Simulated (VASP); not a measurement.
# Ti in VASP: single point with PBEsol

Aim: the single point of Ti with PBEsol.

Program: VASP 6.6.1. These are calculated values, not measurements. Logs are shortened: lines on timing, memory, paths and dates and some standing lists are left out, and cuts for length are marked.

### Step 1. The cell of the first run

The typed cell holds 1 atom: a = 2.860 Å, b = 2.860 Å, c = 2.860 Å, α = 120.00°, β = 120.00°, γ = 90.01°.

### Step 2. Single point, PBEsol

Input file INCAR:

```
SYSTEM = Ti
ALGO = Fast ; EDIFF = 1E-6
ENCUT = 520 ; GGA = PS
ISIF = 2 ; ISMEAR = 0
LASPH = .True. ; LCHARG = .True.
LELF = .True. ; LREAL = .False.
LVHAR = .True. ; LWAVE = .False.
NBANDS = 12 ; NELM = 60
PREC = Accurate ; SIGMA = 0.15
```

Input file KPOINTS:

```
k-points
0
Gamma
  28 28 28
  0 0 0
```

Input file POSCAR:

```
Ti
1.0
   -1.4300678320      1.4300678320      2.0221159145
    1.4300678320     -1.4300678320      2.0221159145
    1.4300678320      1.4300678320     -2.0221159145
Ti
1
Direct
    0.0000000000      0.0000000000      0.0000000000
```

Potentials or basis: VASP PAW PBE potentials, release 64 (Ti_sv).

Launch:

```console
$ cat potpaw_PBE.64/Ti_sv/POTCAR > POTCAR
$ mpirun -np 1 vasp_std > vasp.out
```

OUTCAR:

```text
SYSTEM = Ti
   EDIFF = 1E-6
   ENCUT = 520
   GGA = PS
   ISIF = 2
   ISMEAR = 0
   LASPH = .True.
   LREAL = .False.
   NELM = 60
   PREC = Accurate

 ion  position               nearest neighbor table
   1  0.000  0.000  0.000-

  LATTYP: Found a body centered tetragonal cell.
 ALAT       =     2.8601356640
 C/A-ratio  =     1.4140000000

  Lattice vectors:

 A1 = (  -1.4300678320,   1.4300678320,   2.0221159145)
 A2 = (   1.4300678320,  -1.4300678320,   2.0221159145)
 A3 = (   1.4300678320,   1.4300678320,  -2.0221159145)

Analysis of symmetry for initial positions (statically):
=====================================================================
 Subroutine PRICEL returns:
 Original cell was already a primitive cell.

 Routine SETGRP: Setting up the symmetry group for a
 body centered tetragonal supercell.

 Subroutine GETGRP returns: Found 16 space group operations
 (whereof 16 operations were pure point group operations)
 out of a pool of 16 trial point group operations.

The static configuration has the point symmetry D_4h.

Analysis of symmetry for dynamics (positions and initial velocities):
=====================================================================
 Subroutine PRICEL returns:
 Original cell was already a primitive cell.

 Routine SETGRP: Setting up the symmetry group for a
 body centered tetragonal supercell.

 Subroutine GETGRP returns: Found 16 space group operations
 (whereof 16 operations were pure point group operations)
 out of a pool of 16 trial point group operations.

The dynamic configuration has the point symmetry D_4h.

 Subroutine INISYM returns: Found 16 space group operations
 (whereof 16 operations are pure point group operations),
 and found     1 'primitive' translations

----------------------------------------------------------------------------------------

                                     Primitive cell

  volume of cell :      16.5417

  direct lattice vectors                    reciprocal lattice vectors
    -1.430067832  1.430067832  2.022115915     0.000000000  0.349633765  0.247265746
     1.430067832 -1.430067832  2.022115915     0.349633765  0.000000000  0.247265746
     1.430067832  1.430067832 -2.022115915     0.349633765  0.349633765  0.000000000

  length of vectors
     2.859919716  2.859919716  2.859919716     0.428233720  0.428233720  0.494456812

  position of ions in fractional coordinates (direct lattice)
     0.000000000  0.000000000  0.000000000

  ion indices of the primitive-cell ions
   primitive index   ion index
                 1           1

----------------------------------------------------------------------------------------

 KPOINTS: k-points

Automatic generation of k-mesh.
 Grid dimensions read from file:
 generate k-points for:   28   28   28

 Generating k-lattice:

  Cartesian coordinates                     Fractional coordinates (reciprocal lattice)
     0.000000000  0.012486920  0.008830919     0.035714286  0.000000000  0.000000000
     0.012486920  0.000000000  0.008830919     0.000000000  0.035714286  0.000000000
     0.012486920  0.012486920  0.000000000     0.000000000  0.000000000  0.035714286

  Length of vectors
     0.015294061  0.015294061  0.017659172

  Shift w.r.t. Gamma in fractional coordinates (k-lattice)
     0.000000000  0.000000000  0.000000000

 Subroutine IBZKPT returns following result:
 ===========================================

 Found   1639 irreducible k-points:

 Following reciprocal coordinates:
            Coordinates               Weight
  0.000000  0.000000  0.000000      1.000000
  0.035714  0.000000  0.000000      8.000000
  0.071429  0.000000  0.000000      8.000000
  0.107143  0.000000  0.000000      8.000000
  0.142857  0.000000 -0.000000      8.000000
  0.178571  0.000000 -0.000000      8.000000
[... 16 lines left out ...]
  0.285714  0.035714 -0.000000     16.000000
  0.321429  0.035714 -0.000000     16.000000
 [... further k-points ...]
   k-points           NKPTS =   1639   k-points in BZ     NKDIM =   1639   number of bands    NBANDS=     12
   number of dos      NEDOS =    301   number of ions     NIONS =      1
   total plane-waves  NPLWV =  13824
   dimension x,y,z NGX =    24 NGY =   24 NGZ =   24
   dimension x,y,z NGXF=    48 NGYF=   48 NGZF=   48
   ions per type =               1
   NGX,Y,Z   is equivalent  to a cutoff of  13.95, 13.95, 13.95 a.u.
   NGXF,Y,Z  is equivalent  to a cutoff of  27.90, 27.90, 27.90 a.u.
 SYSTEM =  Ti
   PREC   = accura    normal or accurate (medium, high low for compatibility)
   ISTART =      0    job   : 0-new  1-cont  2-samecut
   ICHARG =      2    charge: 1-file 2-atom 10-const
   ISPIN  =      1    spin polarized calculation?
   LNONCOLLINEAR =      F non collinear calculations
   LSORBIT =      F    spin-orbit coupling
   LASPH  =      T    aspherical Exc in radial PAW
   ENCUT  =  520.0 eV  38.22 Ry    6.18 a.u.   5.32  5.32  5.32*2*pi/ulx,y,z
   NELM   =     60;   NELMIN=  2; NELMDL= -5     # of ELM steps
   EDIFF  = 0.1E-05   stopping-criterion for ELM
   LREAL  =      F    real-space projection
   EDIFFG = 0.1E-04   stopping-criterion for IOM
   NSW    =      0    number of steps for IOM
   IBRION =     -1    ionic relax: 0-MD 1-quasi-New 2-CG
   NFREE  =      0    steps in history (QN), initial steepest desc. (CG)
   ISIF   =      2    stress and relaxation
   ISYM   =      2    0-nonsym 1-usesym 2-fastsym
   POTIM  = 0.5000    time-step for ionic-motion
   TEBEG  =    0.0;   TEEND  =   0.0 temperature during run
   PSTRESS=    0.0 pullay stress
   NELECT =      12.0000    total number of electrons
   NUPDOWN=      -1.0000    fix difference up-down
   EMIN   =  10.00;   EMAX   =-10.00  energy-range for DOS
   EFERMI =   0.00;   METHOD = LEGACY
   ISMEAR =     0;   SIGMA  =   0.15  broadening in eV -4-tet -1-fermi 0-gaus
   EFERMI_NEDOS =   21; number of points for ismear=-14 and -15
   IALGO  =     68    algorithm
   IMIX   =      4    mixing-type and parameters
     AMIX     =   0.40;   BMIX     =  1.00
     AMIX_MAG =   1.60;   BMIX_MAG =  1.00
  volume/ion in A,a.u.               =      16.54       111.63
  Fermi-wavevector in a.u.,A,eV,Ry     =   1.470987  2.779762 29.440320  2.163802
  Thomas-Fermi vector in A             =   2.586177
   LORBIT       =      0    0 simple, 1 ext, 2 COOP (PROOUT), +10 PAW based schemes
   GGA     = PS    functional components
   LHFCALC =     F    Hartree Fock is set to
   AEXX    =    0.0000 exact exchange contribution
   IVDW    =     0    specifies the selected vdW correction
   LEPSILON=     F    determine dielectric tensor
   LRPA    =     F    only Hartree local field effects (RPA)
 non-spin polarized calculation
 RMM-DIIS sequential band-by-band and
 Gauss-broadening in eV      SIGMA  =   0.15
  energy-cutoff  :      520.00
  volume of cell :       16.54
 maximum number of plane-waves:       459
 NGX is ok and might be reduce to    24
   NGX = 11   NGY = 11   NGZ = 11

 number of electron      12.0000001 magnetization

 Free energy of the ion-electron system (eV)
  ---------------------------------------------------
  ext. energy  EPLUGINS =         0.00000000
  ---------------------------------------------------
  free energy    TOTEN  =        -8.29248247 eV

  energy without entropy =       -8.27398072  energy(sigma->0) =       -8.28323160

 E-fermi :   8.6209     XC(G=0): -11.8710

 val. band max:        8.6209178483   @ k =   0.3214   0.0000  -0.0000
 cond. band min:       8.6217031222   @ k =   0.2857   0.1429   0.1429
 fundamental gap:      0.0007852739
 Fermi energy:         8.6209277820

 k-point     1 :       0.0000    0.0000    0.0000
  band No.  band energies     occupation
      1     -47.7771      2.00000
      2     -23.6693      2.00000
      3     -23.6693      2.00000
      4     -23.6693      2.00000
      5       2.4084      2.00000
      6       9.5246      0.00000
      7       9.5246      0.00000
      8       9.5258      0.00000
      9      11.2607      0.00000
     10      11.2622      0.00000
     11      24.1575      0.00000
     12      28.8307      0.00000

 k-point     2 :       0.0357    0.0000    0.0000
  band No.  band energies     occupation
      1     -47.7752      2.00000
      2     -23.6797      2.00000
      3     -23.6706      2.00000
      4     -23.6706      2.00000
      5       2.4520      2.00000
      6       9.4970      0.00000
      7       9.5410      0.00000
      8       9.5419      0.00000
      9      11.2496      0.00000
     10      11.2510      0.00000
     11      24.2000      0.00000
     12      28.4631      0.00000

 k-point     3 :       0.0714    0.0000    0.0000
  band No.  band energies     occupation
      1     -47.7697      2.00000
      2     -23.7102      2.00000
      3     -23.6744      2.00000
      4     -23.6743      2.00000
      5       2.5814      2.00000
      6       9.4163      0.00000
      7       9.5878      0.00000
      8       9.5886      0.00000
      9      11.2194      0.00000
     10      11.2208      0.00000
     11      24.3133      0.00000
     12      27.5881      0.00000
[... 286 lines left out ...]
 k-point    23 :       0.2857    0.0357   -0.0000
  band No.  band energies     occupation
      1     -47.6781      2.00000
      2     -24.1901      2.00000
      3     -23.7487      2.00000
      4     -23.7288      2.00000
      5       4.8676      2.00000
      6       8.5847      1.26717
      7       9.6847      0.00000
      8       9.7305      0.00000
      9      11.4397      0.00000
     10      11.7630      0.00000
     11      20.8126      0.00000
     12      24.6010      0.00000

 k-point    24 :       0.3214    0.0357   -0.0000
  band No.  band energies     occupation
      1     -47.6625      2.00000
      2     -24.2694      2.00000
      3     -23.7585      2.00000
      4     -23.7399      2.00000
      5       5.2483      2.00000
      6       8.6158      1.03889
      7       9.6014      0.00000
      8       9.6447      0.00000
      9      11.6666      0.00000
     10      11.9709      0.00000
     11      19.8876      0.00000
     12      24.2884      0.00000

 [... further k-points ...]
[... 5 lines left out ...]
  --------------------------------------------------------------------------------------
  -------------------------------------------------------------------------------------
  Total        0.0843996      0.0843996      0.0849640      0.0000000     -0.0000000      0.0000000
  in kB        8.1747006      8.1747006      8.2293603      0.0000000     -0.0000000      0.0000000
  external PRESSURE =       8.1929205 kB  Pullay stress =       0.0000000 kB

 VOLUME and BASIS-vectors are now :
 -----------------------------------------------------------------------------
  energy-cutoff  :      520.00
  volume of cell :       16.54
      direct lattice vectors                 reciprocal lattice vectors
    -1.430067832  1.430067832  2.022115915     0.000000000  0.349633765  0.247265746
     1.430067832 -1.430067832  2.022115915     0.349633765  0.000000000  0.247265746
     1.430067832  1.430067832 -2.022115915     0.349633765  0.349633765  0.000000000

 POSITION                                       TOTAL-FORCE (eV/Angst)
 -----------------------------------------------------------------------------------
      0.00000      0.00000      0.00000         0.000000      0.000000      0.000000
 -----------------------------------------------------------------------------------
    total drift:                               -0.000000      0.000000      0.000000

  FREE ENERGIE OF THE ION-ELECTRON SYSTEM (eV)
  ---------------------------------------------------
  free  energy   TOTEN  =        -8.2924824729 eV

  energy  without entropy=       -8.2739807189  energy(sigma->0) =       -8.28323160
```

It took 4.8 min on 1 thread of Intel Xeon 6975P-C, shared host; peak memory 0.42 GiB.

What came out:

- Free energy: -8.2925 eV
- Pressure: 0.8 GPa
- Band gap on the k mesh: zero (band 6 reaches 9.52 eV, above the bottom of band 7 at 8.18 eV)

Caveat: the PAW data sets were made with another functional, which shifts forces and pressure a little.
